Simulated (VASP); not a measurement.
# SnO2 (P4_2/mnm) in VASP: a series of runs

Runs on SnO2. Level: r2SCAN. Tasks: single point.

Program: VASP 6.6.1. These are calculated values, not measurements. Logs are shortened: lines on timing, memory, paths and dates and some standing lists are left out, and cuts for length are marked.

**1. The cell of the first run**

The structure is tetragonal, space group P4_2/mnm (No. 136). Conventional cell: a = 4.760 Å, b = 4.760 Å, c = 3.201 Å, α = 90.00°, β = 90.00°, γ = 90.00°. Sn (site symmetry mmm) has 6 O at 2.06 to 2.07 Å within 2.7 Å. Within 2.7 Å of O (site symmetry m2m) lie 3 Sn at 2.06 to 2.07 Å and 1 O at 2.61 Å.

**2. Single point, r2SCAN (12.09 Å³/atom)**

Input file POSCAR:

```
SnO2
1.0
    4.7602436553      0.0000000000      0.0000000000
    0.0000000000      4.7602436553      0.0000000000
    0.0000000000      0.0000000000      3.2007846744
Sn O
2 4
Direct
    0.0000000000      0.0000000000      0.0000000000
    0.5000000000      0.5000000000      0.5000000000
    0.3059141442      0.3059141442      0.0000000000
    0.1940858558      0.8059141442      0.5000000000
    0.6940858558      0.6940858558      0.0000000000
    0.8059141442      0.1940858558      0.5000000000
```

Input file INCAR.step1:

```
  ALGO = Normal
  EDIFF = 1E-4
  ENCUT = 520
  GGA = PE
  ISMEAR = 0
  LASPH = True
  LCHARG = False
  LREAL = False
  LWAVE = True
  NBANDS = 35
  NELM = 100
  PREC = Accurate
  SIGMA = 0.05
```

Input file INCAR.step2:

```
  ALGO = Normal
  EDIFF = 1E-6
  ENCUT = 520
  ISIF = 2
  ISMEAR = 0
  ISTART = 1
  LASPH = True
  LCHARG = False
  LMIXTAU = True
  LREAL = False
  LWAVE = False
  METAGGA = R2SCAN
  NBANDS = 35
  NELM = 100
  PREC = Accurate
  SIGMA = 0.05
```

Input file KPOINTS:

```
k-points
0
Gamma
  6 6 10
```

Potentials or basis: VASP PAW PBE potentials, release 64 (Sn_d, O).

Launch:

```bash
cat potpaw_PBE.64/Sn_d/POTCAR potpaw_PBE.64/O/POTCAR > POTCAR
cp INCAR.step1 INCAR
mpirun -np 1 vasp_std > vasp.out
cp INCAR.step2 INCAR
mpirun -np 1 vasp_std > vasp.out
```

OUTCAR:

```text
EDIFF = 1E-6
   ENCUT = 520
   ISIF = 2
   ISMEAR = 0
   ISTART = 1
   LASPH = True
   LREAL = False
   METAGGA = R2SCAN
   NELM = 100
   PREC = Accurate

 ion  position               nearest neighbor table
   1  0.000  0.000  0.000-   3 2.06   5 2.06   4 2.07   6 2.07   4 2.07   6 2.07   2 3.73   2 3.73
                             2 3.73   2 3.73   2 3.73   2 3.73   2 3.73   2 3.73
   2  0.500  0.500  0.500-   4 2.06   6 2.06   5 2.07   3 2.07   3 2.07   5 2.07   1 3.73   1 3.73
                             1 3.73   1 3.73   1 3.73   1 3.73   1 3.73   1 3.73
   3  0.306  0.306  0.000-   1 2.06   2 2.07   2 2.07
   4  0.194  0.806  0.500-   2 2.06   1 2.07   1 2.07
   5  0.694  0.694  0.000-   1 2.06   2 2.07   2 2.07
   6  0.806  0.194  0.500-   2 2.06   1 2.07   1 2.07

  LATTYP: Found a simple tetragonal cell.
 ALAT       =     4.7602436553
 C/A-ratio  =     0.6723993363

  Lattice vectors:

 A1 = (   4.7602436553,   0.0000000000,   0.0000000000)
 A2 = (   0.0000000000,   4.7602436553,   0.0000000000)
 A3 = (   0.0000000000,   0.0000000000,   3.2007846744)

Analysis of symmetry for initial positions (statically):
=====================================================================
 Subroutine PRICEL returns:
 Original cell was already a primitive cell.

 Routine SETGRP: Setting up the symmetry group for a
 simple tetragonal supercell.

 Subroutine GETGRP returns: Found 16 space group operations
 (whereof  8 operations were pure point group operations)
 out of a pool of 16 trial point group operations.

The static configuration has the point symmetry D_2h.
 The point group associated with its full space group is D_4h.

Analysis of symmetry for dynamics (positions and initial velocities):
=====================================================================
 Subroutine PRICEL returns:
 Original cell was already a primitive cell.

 Routine SETGRP: Setting up the symmetry group for a
 simple tetragonal supercell.

 Subroutine GETGRP returns: Found 16 space group operations
 (whereof  8 operations were pure point group operations)
 out of a pool of 16 trial point group operations.

The dynamic configuration has the point symmetry D_2h.
 The point group associated with its full space group is D_4h.

 Subroutine INISYM returns: Found 16 space group operations
 (whereof  8 operations are pure point group operations),
 and found     1 'primitive' translations

----------------------------------------------------------------------------------------

                                     Primitive cell

  volume of cell :      72.5295

  direct lattice vectors                    reciprocal lattice vectors
     4.760243655  0.000000000  0.000000000     0.210073280  0.000000000  0.000000000
     0.000000000  4.760243655  0.000000000     0.000000000  0.210073280  0.000000000
     0.000000000  0.000000000  3.200784674     0.000000000  0.000000000  0.312423390

  length of vectors
     4.760243655  4.760243655  3.200784674     0.210073280  0.210073280  0.312423390

  position of ions in fractional coordinates (direct lattice)
     0.000000000  0.000000000  0.000000000
     0.500000000  0.500000000  0.500000000
     0.305914144  0.305914144  0.000000000
     0.194085856  0.805914144  0.500000000
     0.694085856  0.694085856  0.000000000
     0.805914144  0.194085856  0.500000000

  ion indices of the primitive-cell ions
   primitive index   ion index
                 1           1
                 2           2
                 3           3
                 4           4
                 5           5
                 6           6

----------------------------------------------------------------------------------------

 KPOINTS: k-points

Automatic generation of k-mesh.
 Grid dimensions read from file:
 generate k-points for:    6    6   10

 Generating k-lattice:

  Cartesian coordinates                     Fractional coordinates (reciprocal lattice)
     0.035012213  0.000000000  0.000000000     0.166666667  0.000000000  0.000000000
     0.000000000  0.035012213  0.000000000     0.000000000  0.166666667  0.000000000
     0.000000000  0.000000000  0.031242339     0.000000000  0.000000000  0.100000000

  Length of vectors
     0.035012213  0.035012213  0.031242339

  Shift w.r.t. Gamma in fractional coordinates (k-lattice)
     0.000000000  0.000000000  0.000000000

 Subroutine IBZKPT returns following result:
 ===========================================

 Found     60 irreducible k-points:

 Following reciprocal coordinates:
            Coordinates               Weight
  0.000000  0.000000  0.000000      1.000000
  0.166667  0.000000  0.000000      4.000000
  0.333333  0.000000  0.000000      4.000000
  0.500000  0.000000  0.000000      2.000000
  0.166667  0.166667  0.000000      4.000000
  0.333333  0.166667  0.000000      8.000000
[... 16 lines left out ...]
  0.333333  0.000000  0.200000      8.000000
  0.500000  0.000000  0.200000      4.000000
 [... further k-points ...]
   k-points           NKPTS =     60   k-points in BZ     NKDIM =     60   number of bands    NBANDS=     35
   number of dos      NEDOS =    301   number of ions     NIONS =      6
   total plane-waves  NPLWV =  31104
   dimension x,y,z NGX =    36 NGY =   36 NGZ =   24
   dimension x,y,z NGXF=    72 NGYF=   72 NGZF=   48
   ions per type =               2   4
   NGX,Y,Z   is equivalent  to a cutoff of  12.57, 12.57, 12.47 a.u.
   NGXF,Y,Z  is equivalent  to a cutoff of  25.15, 25.15, 24.93 a.u.
 SYSTEM =  unknown system
   PREC   = accura    normal or accurate (medium, high low for compatibility)
   ISTART =      1    job   : 0-new  1-cont  2-samecut
   ICHARG =      0    charge: 1-file 2-atom 10-const
   ISPIN  =      1    spin polarized calculation?
   LNONCOLLINEAR =      F non collinear calculations
   LSORBIT =      F    spin-orbit coupling
   LASPH  =      T    aspherical Exc in radial PAW
   ENCUT  =  520.0 eV  38.22 Ry    6.18 a.u.   8.85  8.85  5.95*2*pi/ulx,y,z
   NELM   =    100;   NELMIN=  2; NELMDL=  0     # of ELM steps
   EDIFF  = 0.1E-05   stopping-criterion for ELM
   LREAL  =      F    real-space projection
   EDIFFG = 0.1E-04   stopping-criterion for IOM
   NSW    =      0    number of steps for IOM
   IBRION =     -1    ionic relax: 0-MD 1-quasi-New 2-CG
   NFREE  =      0    steps in history (QN), initial steepest desc. (CG)
   ISIF   =      2    stress and relaxation
   ISYM   =      2    0-nonsym 1-usesym 2-fastsym
   POTIM  = 0.5000    time-step for ionic-motion
   TEBEG  =    0.0;   TEEND  =   0.0 temperature during run
   PSTRESS=    0.0 pullay stress
   NELECT =      52.0000    total number of electrons
   NUPDOWN=      -1.0000    fix difference up-down
   EMIN   =  10.00;   EMAX   =-10.00  energy-range for DOS
   EFERMI =   0.00;   METHOD = LEGACY
   ISMEAR =     0;   SIGMA  =   0.05  broadening in eV -4-tet -1-fermi 0-gaus
   EFERMI_NEDOS =   21; number of points for ismear=-14 and -15
   IALGO  =     38    algorithm
   IMIX   =      4    mixing-type and parameters
     AMIX     =   0.40;   BMIX     =  1.00
     AMIX_MAG =   1.60;   BMIX_MAG =  1.00
  volume/ion in A,a.u.               =      12.09        81.58
  Fermi-wavevector in a.u.,A,eV,Ry     =   1.465225  2.768874 29.210137  2.146884
  Thomas-Fermi vector in A             =   2.581107
   LORBIT       =      0    0 simple, 1 ext, 2 COOP (PROOUT), +10 PAW based schemes
   METAGGA = R2SCAN    functional components
   LHFCALC =     F    Hartree Fock is set to
   AEXX    =    0.0000 exact exchange contribution
   IVDW    =     0    specifies the selected vdW correction
   LEPSILON=     F    determine dielectric tensor
   LRPA    =     F    only Hartree local field effects (RPA)
 non-spin polarized calculation
 Gauss-broadening in eV      SIGMA  =   0.05
  energy-cutoff  :      520.00
  volume of cell :       72.53
 maximum number of plane-waves:      1992
 NGX is ok and might be reduce to    36
   NGX = 17   NGY = 17   NGZ = 11

 number of electron      52.0000003 magnetization

 Free energy of the ion-electron system (eV)
  ---------------------------------------------------
  ext. energy  EPLUGINS =         0.00000000
  ---------------------------------------------------
  free energy    TOTEN  =       -84.62964367 eV

  energy without entropy =      -84.62964367  energy(sigma->0) =      -84.62964367

 E-fermi :   5.8670     XC(G=0): -11.9687

 val. band max:        5.5558957386   @ k =   0.0000   0.0000   0.0000
 cond. band min:       7.3486947306   @ k =   0.0000   0.0000   0.0000
 fundamental gap:      1.7927989919
 Fermi energy:         5.8669754890

 k-point     1 :       0.0000    0.0000    0.0000
  band No.  band energies     occupation
      1     -16.1811      2.00000
      2     -15.2683      2.00000
      3     -14.9683      2.00000
      4     -14.9683      2.00000
      5     -14.9458      2.00000
      6     -14.9070      2.00000
[... 27 lines left out ...]
     34      18.6507      0.00000
     35      18.9954      0.00000

 k-point     2 :       0.1667    0.0000    0.0000
  band No.  band energies     occupation
      1     -16.1339      2.00000
      2     -15.3275      2.00000
      3     -14.9667      2.00000
      4     -14.9666      2.00000
      5     -14.9478      2.00000
      6     -14.9468      2.00000
[... 27 lines left out ...]
     34      18.6144      0.00000
     35      18.9421      0.00000

 k-point     3 :       0.3333    0.0000    0.0000
  band No.  band energies     occupation
      1     -15.9960      2.00000
      2     -15.5270      2.00000
      3     -14.9729      2.00000
      4     -14.9634      2.00000
      5     -14.9632      2.00000
      6     -14.9540      2.00000
[... 27 lines left out ...]
     34      18.6093      0.00000
     35      18.8803      0.00000

 k-point     4 :       0.5000    0.0000    0.0000
  band No.  band energies     occupation
      1     -15.7809      2.00000
      2     -15.7809      2.00000
      3     -14.9648      2.00000
      4     -14.9648      2.00000
      5     -14.9616      2.00000
      6     -14.9616      2.00000
[... 27 lines left out ...]
     34      18.7651      0.00000
     35      19.1299      0.00000

 k-point     5 :       0.1667    0.1667    0.0000
  band No.  band energies     occupation
      1     -16.0982      2.00000
      2     -15.4000      2.00000
      3     -14.9699      2.00000
      4     -14.9688      2.00000
      5     -14.9630      2.00000
      6     -14.9375      2.00000
[... 638 lines left out ...]
 k-point    22 :       0.1667    0.0000    0.2000
  band No.  band energies     occupation
      1     -15.9668      2.00000
      2     -15.4563      2.00000
      3     -15.3495      2.00000
      4     -15.0617      2.00000
      5     -14.8985      2.00000
      6     -14.8759      2.00000
[... 27 lines left out ...]
     34      18.5712      0.00000
     35      18.5773      0.00000

 k-point    23 :       0.3333    0.0000    0.2000
  band No.  band energies     occupation
      1     -15.8884      2.00000
      2     -15.6145      2.00000
      3     -15.2942      2.00000
      4     -15.1210      2.00000
      5     -14.8687      2.00000
      6     -14.8626      2.00000
[... 27 lines left out ...]
     34      18.7369      0.00000
     35      18.7667      0.00000

 k-point    24 :       0.5000    0.0000    0.2000
  band No.  band energies     occupation
      1     -15.7664      2.00000
      2     -15.7664      2.00000
      3     -15.2109      2.00000
      4     -15.2109      2.00000
      5     -14.8607      2.00000
      6     -14.8607      2.00000
[... 27 lines left out ...]
     34      18.8246      0.00000
     35      19.1956      0.00000

 [... further k-points ...]
[... 5 lines left out ...]
  --------------------------------------------------------------------------------------
  -------------------------------------------------------------------------------------
  Total        0.4053348      0.4053348      0.6385950      0.0000000      0.0000000      0.0000000
  in kB        8.9538457      8.9538457     14.1065647      0.0000000      0.0000000      0.0000000
  external PRESSURE =      10.6714187 kB  Pullay stress =       0.0000000 kB

 VOLUME and BASIS-vectors are now :
 -----------------------------------------------------------------------------
  energy-cutoff  :      520.00
  volume of cell :       72.53
      direct lattice vectors                 reciprocal lattice vectors
     4.760243655  0.000000000  0.000000000     0.210073280  0.000000000  0.000000000
     0.000000000  4.760243655  0.000000000     0.000000000  0.210073280  0.000000000
     0.000000000  0.000000000  3.200784674     0.000000000  0.000000000  0.312423390

 POSITION                                       TOTAL-FORCE (eV/Angst)
 -----------------------------------------------------------------------------------
      0.00000      0.00000      0.00000         0.000000     -0.000000      0.000000
      2.38012      2.38012      1.60039         0.000000     -0.000000      0.000000
      1.45623      1.45623      0.00000        -0.019930     -0.019930      0.000000
      0.92390      3.83635      1.60039         0.019930     -0.019930      0.000000
      3.30402      3.30402      0.00000         0.019930      0.019930     -0.000000
      3.83635      0.92390      1.60039        -0.019930      0.019930     -0.000000
 -----------------------------------------------------------------------------------
    total drift:                                0.000000      0.000000     -0.000000

  FREE ENERGIE OF THE ION-ELECTRON SYSTEM (eV)
  ---------------------------------------------------
  free  energy   TOTEN  =       -84.6296436749 eV

  energy  without entropy=      -84.6296436749  energy(sigma->0) =      -84.62964367
```

Run time: 8.9 min. Hardware: 1 thread of Intel Xeon 8259CL, shared host; peak memory 0.26 GiB.

What came out:

```
Free energy            : -84.6296 eV
Pressure               : 1.1 GPa
Largest force          : 0.028 eV/Å
Band gap on the k mesh : 1.79 eV
```

Forces in eV/Å, atoms in the order of the input:
```
Sn   0.000  0.000  0.000
Sn   0.000  0.000  0.000
O   -0.020 -0.020  0.000
O    0.020 -0.020  0.000
O    0.020  0.020  0.000
O   -0.020  0.020  0.000
```

Stress tensor (GPa, compression positive):
```
0.90 0.00 0.00
0.00 0.90 0.00
0.00 0.00 1.41
```

Levels at points of the mesh, in eV from the valence-band top:
```csv
k point,band 23,band 24,band 25,band 26,band 27,band 28,band 29,band 30
"(0.00, 0.00, 0.00)",-1.22,-0.78,-0.78,0.00,1.79,6.81,7.05,7.05
"(0.50, 0.00, 0.00)",-1.17,-1.17,-0.62,-0.62,5.00,5.00,7.81,7.81
"(0.50, 0.50, 0.00)",-1.30,-1.30,-0.92,-0.92,5.44,5.44,8.22,8.22
"(0.00, 0.00, 0.50)",-1.67,-1.67,-1.27,-1.27,6.87,6.87,10.53,10.53
"(0.50, 0.00, 0.50)",-1.11,-1.11,-0.69,-0.69,7.15,7.15,8.85,8.85
"(0.50, 0.50, 0.50)",-0.96,-0.96,-0.85,-0.85,5.52,5.52,9.65,9.65
```

Caveat: the PAW data sets were made with another functional, which shifts forces and pressure a little; spin-orbit coupling is left out, which moves the levels of the heavy elements. r2SCAN opens gaps a little over a GGA but as a rule still falls short of measured ones.

(Part 1 of 2 ends here.)
